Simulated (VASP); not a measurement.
Write the native input for VASP 6.6.1 that does the following.

| Quantity | Value |
| --- | --- |
| Task | density of states |
| Functional | PBE |
| Potentials or basis | VASP PAW PBE potentials, release 64 (In_d, P) |
| Cutoff | 400 eV |
| k mesh | 5 × 5 × 5 |
| Occupations | gaussian, width 0.01 eV |
| Spin | no spin polarisation |
| Dipole correction | no |
| k mesh for the DOS | 8 × 8 × 8 |
| Occupations for the DOS | tetrahedron |
| Further INCAR settings | ALGO = Normal; EDIFF = 1e-06; NBANDS = 16 |

The system is InP.

```
In P
1.0
     0.00000    2.93050    2.93050
     2.93050    0.00000    2.93050
     2.93050    2.93050    0.00000
In P
1 1
Direct
  0.00000 0.00000 0.00000
  0.25000 0.25000 0.25000
```

These files were run (other wordings do the same):

POSCAR

```
InP
1.0
    0.0000000000      2.9305000000      2.9305000000
    2.9305000000      0.0000000000      2.9305000000
    2.9305000000      2.9305000000      0.0000000000
In P
1 1
Direct
    0.0000000000      0.0000000000      0.0000000000
    0.2500000000      0.2500000000      0.2500000000
```

INCAR.step1

```
SYSTEM = InP
PREC = Accurate ; ENCUT = 400
EDIFF = 1E-6 ; ISMEAR = 0
SIGMA = 0.01 ; LREAL = .FALSE.
LASPH = .TRUE. ; NELM = 120
ALGO = Normal ; ISIF = 2
LWAVE = .FALSE. ; LCHARG = .TRUE.
GGA = PE ; NBANDS = 16
GGA_COMPAT = .FALSE. ; NEDOS = 2001
LORBIT = 11
```

KPOINTS.step1

```
regular mesh
0
G
  5 5 5
  0 0 0
```

INCAR.step2

```
SYSTEM = InP
PREC = Accurate ; ENCUT = 400
EDIFF = 1E-6 ; ISMEAR = -5
SIGMA = 0.01 ; LREAL = .FALSE.
LASPH = .TRUE. ; NELM = 120
ALGO = Normal ; ISIF = 2
LWAVE = .FALSE. ; LCHARG = .FALSE.
GGA = PE ; LORBIT = 10
NBANDS = 16 ; NEDOS = 1001
ICHARG = 11 ; GGA_COMPAT = .FALSE.
```

KPOINTS.step2

```
regular mesh
0
G
  8 8 8
  0 0 0
```

Potentials or basis: VASP PAW PBE potentials, release 64 (In_d, P).

Launch:

```bash
$ cat potpaw_PBE.64/In_d/POTCAR potpaw_PBE.64/P/POTCAR > POTCAR
$ cp INCAR.step1 INCAR
$ cp KPOINTS.step1 KPOINTS
$ mpirun -np 1 vasp_std > vasp.out
$ cp INCAR.step2 INCAR
$ cp KPOINTS.step2 KPOINTS
$ mpirun -np 1 vasp_std > vasp.out
```

It gave:

| Property | Result |
| --- | --- |
| Valence electrons inside the program's atomic spheres | In 11.50; P 2.52 |

Caveat: spin-orbit coupling is left out, which moves the levels of the heavy elements.

Wall time 17 s on 1 thread of Intel(R) Xeon(R) Platinum 8259CL CPU @ 2.50GHz (Skylake/Cascade Lake), with other jobs on the host, peak memory 0.15 GiB.
